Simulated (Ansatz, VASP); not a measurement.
Given: the input of a run of VASP 6.6.1 on ZrB.

Contents of POSCAR:

```
ZrB
1.0
    0.0000000000      2.3250000000      2.3250000000
    2.3250000000      0.0000000000      2.3250000000
    2.3250000000      2.3250000000      0.0000000000
Zr B
1 1
Direct
    0.0000000000      0.0000000000      0.0000000000
    0.5000000000      0.5000000000      0.5000000000
```

INCAR.step1

```
  PREC = Accurate
  ENCUT = 520
  EDIFF = 1E-5
  ISMEAR = -1
  SIGMA = 0.05
  LREAL = F
  LASPH = T
  NELM = 60
  ALGO = Normal
  ISIF = 2
  LWAVE = T
  LCHARG = F
  GGA = PE
  NBANDS = 14
```

File INCAR.step2:

```
  PREC = Accurate
  ENCUT = 520
  EDIFF = 1E-6
  ISMEAR = -1
  SIGMA = 0.05
  LREAL = F
  LASPH = T
  NELM = 60
  ALGO = Normal
  ISIF = 2
  LWAVE = F
  LCHARG = F
  GGA = PE
  LHFCALC = T
  AEXX = 1.0
  ALDAC = 0.0
  AGGAC = 0.0
  PRECFOCK = Normal
  ISTART = 1
  NBANDS = 14
```

File KPOINTS:

```
Automatic mesh
0
Gamma
  5 5 5
```

Potentials or basis: VASP PAW PBE potentials, release 64 (Zr_sv, B).

The run is started by

```sh
$ cat potpaw_PBE.64/Zr_sv/POTCAR potpaw_PBE.64/B/POTCAR > POTCAR
$ cp INCAR.step1 INCAR
$ mpirun -np 1 vasp_std > vasp.out
$ cp INCAR.step2 INCAR
$ mpirun -np 1 vasp_std > vasp.out
```

**Question.** Set up the same calculation for Ansatz 0.2.0. Potentials there: Ansatz PAW.

**Answer.** As run (the cutoff follows the program's own potentials):

Contents of input:

```
crystal:
  lattice:
    - [0.0, 2.325, 2.325]
    - [2.325, 0.0, 2.325]
    - [2.325, 2.325, 0.0]
  atoms:
    - { symbol: Zr, position: [0.0, 0.0, 0.0] }
    - { symbol: B, position: [0.5, 0.5, 0.5] }
hamiltonian:
  xc: hf
  pseudopotentials: { kind: paw }
kpoints:
  mp_grid: { grid: [5, 5, 5] }
scf:
  occupations: { method: fermi_dirac, width: 0.05 }
output:
  forces: true
  stress: true
  eigenvalues: true
```

Both were run:

|  | VASP | Ansatz | Ansatz less VASP |
| --- | --- | --- | --- |
| gap on the k mesh at the Fermi level (eV) | none | none | - |
| pressure (GPa) | 52.4 | 52.9 | +0.48 |

VASP's potentials were made for PBE, not for HF. A gap of «none» marks a metal or a gap that the smearing closes. Both programs put the cell under a high pressure, so it lies far from rest at this level.

The k mesh is coarse, so the values compare programs but aren't converged.
